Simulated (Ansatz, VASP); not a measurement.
## One calculation of Li2Hg, two programs

```
Li Hg
1.0
    -3.16948    3.16948    3.04104
     3.16948   -3.16948    3.04104
     3.16948    3.16948   -3.04104
Li Hg
4 2
Direct
  0.66384 0.16384 0.82768
  0.16384 0.33616 0.50000
  0.33616 0.83616 0.17232
  0.83616 0.66384 0.50000
  0.25000 0.25000 0.00000
  0.75000 0.75000 0.00000
```

Alike in both runs: functional PBE; k mesh 8 × 8 × 8; occupations gaussian, width 0.1 eV; no spin polarisation.

Ansatz relaxed the structure, and its values are those at the end. VASP's run is a single point on that final structure, the one shown.

|  | VASP | Ansatz |
| --- | --- | --- |
| version | VASP 6.6.1 | Ansatz 0.2.0 |
| potentials or method | VASP PAW PBE potentials, release 64 (Li_sv, Hg), cutoff 520 eV | scalar-relativistic, plane waves, PAW |
| valence electrons in the cell | 36 | 52 |

```tsv
	VASP	Ansatz	Ansatz less VASP
gap on the k mesh at the Fermi level (eV)	none	none	-
rms of the force components (eV/Å)	0.003	0.003	0.0000
```

A gap of «none» marks a metal or a gap that the smearing closes. VASP's potentials hold 36 valence electrons a cell and Ansatz's 52, so a difference there can come from the potentials and not from the codes.

Neither program's run includes spin-orbit coupling. Noted on VASP's run: the cutoff is under 1.25 times that of the potentials, so the pressure is a little rough.
